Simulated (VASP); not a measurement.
Set up this calculation in VASP 6.6.1, as the native input.

```yaml
Task: single point
Functional: PBE
Potentials_or_basis: VASP PAW PBE potentials, release 64 (Ta_pv, S)
Cutoff: 500 eV
k_mesh: 6 × 6 × 4
Occupations: gaussian, width 0.1 eV
Spin: collinear spin
Starting_moments: "[1.0, 0.0, 0.0] μB"
Dipole_correction: no
Further_INCAR_settings: ALGO = Normal; EDIFF = 1e-06; NBANDS = 22
```

The structure of TaS2 lies in POSCAR:

```
TaS2
1.0
    3.3828573416      0.0000000000      0.0000000000
   -1.6914286708      2.9296403952      0.0000000000
    0.0000000000      0.0000000000      6.1679785700
Ta S
1 2
Direct
    0.7720000000      0.1710000000      0.4050000000
    1.4386666667      0.5043333333      1.1592821200
    1.1053333333      0.8376666667      0.6507178800
```

The input as run:

INCAR

```
SYSTEM = TaS2
PREC     = Accurate       ! precision mode
ENCUT    = 500            ! plane-wave cutoff, eV
EDIFF    = 1E-6           ! SCF threshold, eV
ISMEAR   = 0              ! smearing method
SIGMA    = 0.1            ! smearing width, eV
LREAL    = .False.        ! projectors in reciprocal space
LASPH    = .True.         ! aspherical terms in the spheres
NELM     = 200            ! most SCF steps
ALGO     = Normal         ! electronic algorithm
ISIF     = 2              ! what is computed and relaxed
LWAVE    = .False.        ! write WAVECAR
LCHARG   = .True.         ! write CHGCAR
ISPIN    = 2              ! spin polarisation
MAGMOM   = 1 0 0          ! initial moments
LORBIT   = 11             ! projections on sites
LMAXMIX  = 4              ! l up to which the mixer works
GGA      = PE             ! functional
LELF     = .True.         ! ELF
LVHAR    = .True.       
NBANDS   = 22             ! bands
GGA_COMPAT= .False.
```

KPOINTS

```
Automatic mesh
0
Gamma
  6 6 4
  0 0 0
```

Potentials or basis: VASP PAW PBE potentials, release 64 (Ta_pv, S).

Launch:

```bash
$ cat potpaw_PBE.64/Ta_pv/POTCAR potpaw_PBE.64/S/POTCAR > POTCAR
$ mpirun -np 1 vasp_std > vasp.out
```

Results of the run:

- Pressure: 1.4 GPa
- Largest force: 0.147 eV/Å
- Net moment: 0.00 μB per cell
- Valence electrons inside the program's atomic spheres: Ta 8.78; S 3.73

Caveat: this functional lacks dispersion, which binds the layers, so the pressure and a relaxed spacing across them are unreliable.

It took 37 s on 1 thread of Intel(R) Xeon(R) 6975P-C (Granite Rapids), on a shared host, peak memory 0.24 GiB.
